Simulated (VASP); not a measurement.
**Pt: single point with r2SCAN**

Pt:

```
Pt
1.0
     2.73914    0.00000    0.00000
    -1.36957    2.37217    0.00000
     0.00000    0.00000    4.74853
Pt
2
Direct
  0.66667 0.33333 0.75000
  0.33333 0.66667 0.25000
```

This isn't the form of Pt at room conditions, which is fcc.

```yaml
Program: VASP 6.6.1
Task: single point
Functional: r2SCAN
Potentials_or_basis: VASP PAW PBE potentials, release 64 (Pt)
Cutoff: 520 eV
k_mesh: 12 × 12 × 6
Occupations: fermi-dirac, width 0.1 eV
Spin: no spin polarisation
```

```
Pressure               : 0.7 GPa
Band gap on the k mesh : zero (bands 10 and 11 overlap by 1.44 eV)
```

Stress tensor (GPa, compression positive):
```
0.76 0.00 0.00
0.00 0.76 0.00
0.00 0.00 0.47
```

Levels at points of the mesh, in eV from the Fermi level:
| k point | band 7 | band 8 | band 9 | band 10 | band 11 | band 12 | band 13 | band 14 |
| --- | --- | --- | --- | --- | --- | --- | --- | --- |
| (0.00, 0.00, 0.00) | -3.28 | -1.99 | -1.99 | -0.63 | -0.29 | -0.29 | 5.11 | 16.03 |
| (0.50, 0.00, 0.00) | -2.69 | -0.05 | 0.32 | 0.54 | 2.48 | 4.05 | 7.81 | 9.42 |
| (0.00, 0.00, 0.50) | -3.67 | -3.67 | -0.90 | -0.90 | -0.90 | -0.90 | 12.76 | 12.76 |
| (0.50, 0.00, 0.50) | -0.87 | -0.87 | 0.45 | 0.45 | 1.86 | 1.86 | 7.00 | 7.00 |

Wall time 72 s on 1 thread of Intel(R) Xeon(R) 6975P-C (Granite Rapids), with other jobs on the host, peak memory 0.16 GiB.

Caveat: the PAW data sets were made with another functional, which shifts forces and pressure a little; spin-orbit coupling is left out, which moves the levels of the heavy elements.
